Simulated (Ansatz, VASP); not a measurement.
Fe: VASP beside Ansatz

POSCAR

```
Fe
1.0
    0.0000000000      1.9417396906      1.9651051623
    1.4984397099      0.0000000000      1.9651051623
    1.4984397099      1.9417396906      0.0000000000
Fe
1
Direct
    0.0000000000      0.0000000000      0.0000000000
```

File INCAR.step1:

```
SYSTEM = Fe
  PREC = Accurate
  ENCUT = 520
  ISMEAR = -1
  SIGMA = 0.1
  LREAL = .FALSE.
  LASPH = .TRUE.
  NELM = 150
  ISPIN = 2
  MAGMOM = 3
  LMAXMIX = 4
  NBANDS = 14
  GGA = PE
  ALGO = Normal
  EDIFF = 1E-4
  LWAVE = .TRUE.
  LCHARG = .FALSE.
```

The input INCAR.step2:

```
SYSTEM = Fe
  PREC = Accurate
  ENCUT = 520
  EDIFF = 1E-6
  ISMEAR = -1
  SIGMA = 0.1
  LREAL = .FALSE.
  LASPH = .TRUE.
  NELM = 150
  ALGO = Normal
  ISIF = 2
  LWAVE = .FALSE.
  LCHARG = .FALSE.
  ISPIN = 2
  MAGMOM = 3
  LORBIT = 11
  LMAXMIX = 4
  METAGGA = R2SCAN
  LMIXTAU = .TRUE.
  NBANDS = 14
  ISTART = 1
```

File KPOINTS:

```
regular mesh
0
G
  14 14 14
  0 0 0
```

Input for Ansatz:

```yaml
crystal:
  lattice:
    - [0.0, 1.9417396906, 1.9651051623]
    - [1.4984397099, 0.0, 1.9651051623]
    - [1.4984397099, 1.9417396906, 0.0]
  atoms:
    - { symbol: Fe, position: [0.0, 0.0, 0.0], spin: 3.0 }
magnetization:
  spin_polarized: true
kpoints:
  mp_grid: { grid: [14, 14, 14] }
scf:
  occupations: { method: fermi_dirac, width: 0.1 }
  lower_state_search: "off"
hamiltonian:
  xc: r2scan
  pseudopotentials: { kind: paw }
output:
  forces: true
  stress: true
  eigenvalues: true
  populations: true
  dos: { projected: true, de: 0.1, e_range: [-8, 5] }
  write_density: true
  write_potential: true
  elf: true
  volumetric_format: npy
```

Alike in both runs: task single point; functional r2SCAN; k mesh 14 × 14 × 14; occupations fermi-dirac, width 0.1 eV; collinear spin.

|  | VASP | Ansatz |
| --- | --- | --- |
| version | VASP 6.6.1 | Ansatz 0.2.0 |
| potentials or method | VASP PAW PBE potentials, release 64 (Fe) | PAW with Ansatz's default frozen-core files, scalar-relativistic |
| plane-wave cutoff (eV) | 520 | 500 |
| valence electrons in the cell | 8 | 16 |

|  | VASP | Ansatz | Ansatz less VASP |
| --- | --- | --- | --- |
| pressure (GPa) | 4.5 | 5.0 | +0.45 |
| traceless stress, the component that is largest in VASP (GPa) | -3.81 | -3.94 | -0.131 |
| net moment per atom (μB) | 2.59 | 2.59 | 0.000 |
| size of the moment on the site where the two differ most (μB) | 2.65 | 2.73 | +0.087 |

VASP's potentials were made for PBE, not for r2SCAN. Site moments also hang on the region over which each program counts them. VASP's potentials hold 8 valence electrons a cell and Ansatz's 16, so a difference there can come from the potentials and not from the codes. Ansatz's warnings: stability check not made.
